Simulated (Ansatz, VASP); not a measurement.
# Fe in VASP and in Ansatz

File INCAR:

```
SYSTEM = Fe
PREC = Accurate
ENCUT = 600
EDIFF = 1E-6
ISMEAR = -1
SIGMA = 0.05
LREAL = .FALSE.
LASPH = .TRUE.
NELM = 150
ALGO = Normal
ISIF = 3
LWAVE = .FALSE.
LCHARG = .FALSE.
ISPIN = 2
MAGMOM = 2.5
LORBIT = 11
LMAXMIX = 4
GGA = CA
IBRION = 2
NSW = 80
EDIFFG = -0.01
```

KPOINTS

```
Automatic mesh
0
G
  13 13 13
  0 0 0
```

POSCAR

```
Fe
1.0
    2.3342634294      0.0000000000      0.0000000000
    0.0000000000      2.3342634294      0.0000000000
    0.0000000000      0.0000000000      2.3342634294
Fe
1
Direct
    0.0000000000      0.0000000000      0.0000000000
```

Input for Ansatz:

```yaml
crystal:
  lattice:
    - [2.3342634294, 0.0, 0.0]
    - [0.0, 2.3342634294, 0.0]
    - [0.0, 0.0, 2.3342634294]
  atoms:
    - { symbol: Fe, position: [0.0, 0.0, 0.0], spin: 2.5 }
hamiltonian:
  xc: lda
  pseudopotentials:
    kind: paw
    azcp:
      Fe: "pseudopotentials/Fe.paw.azcp"
basis:
  ecutwfc: 420
  fft_grid_basis: typed
kpoints:
  mp_grid: { grid: [13, 13, 13], shift: [0, 0, 0] }
magnetization:
  spin_polarized: true
scf:
  occupations: { method: fermi_dirac, width: 0.05 }
relax:
  max_steps: 60
  f_tol: 0.01
  cell: {}
output:
  write_density: true
  write_potential: true
  elf: true
  volumetric_format: npy
```

Alike in both runs: task relaxation of cell and atoms; functional LDA; k mesh 13 × 13 × 13; occupations fermi-dirac, width 0.05 eV; collinear spin.

|  | VASP | Ansatz |
| --- | --- | --- |
| version | VASP 6.6.1 | Ansatz 0.2.0 |
| potentials or method | VASP PAW LDA potentials, release 64 (Fe), cutoff 600 eV | plane waves (420 eV) with PAW, scalar-relativistic |
| valence electrons in the cell | 8 | 16 |

|  | VASP | Ansatz | Ansatz less VASP |
| --- | --- | --- | --- |
| net moment per atom (μB) | 1.69 | 2.07 | +0.378 |
| size of the moment on the site where the two differ most (μB) | 1.66 | 2.01 | +0.348 |
| relaxed volume (Å³/atom) | 11.46 | 11.85 | +0.385 |
| relaxed cell length with the largest relative difference (Å) | 2.255 | 2.280 | +0.0250 |

The net moments are unlike, so the other rows may belong to different states. Ansatz warns that its potentials were made for another functional, while VASP's fit it. LDA's correlation is that of Perdew and Zunger in VASP and of Perdew and Wang (1992) in Ansatz. Site moments also hang on the region over which each program counts them. VASP's potentials hold 8 valence electrons a cell and Ansatz's 16, so a difference there can come from the potentials and not from the codes.
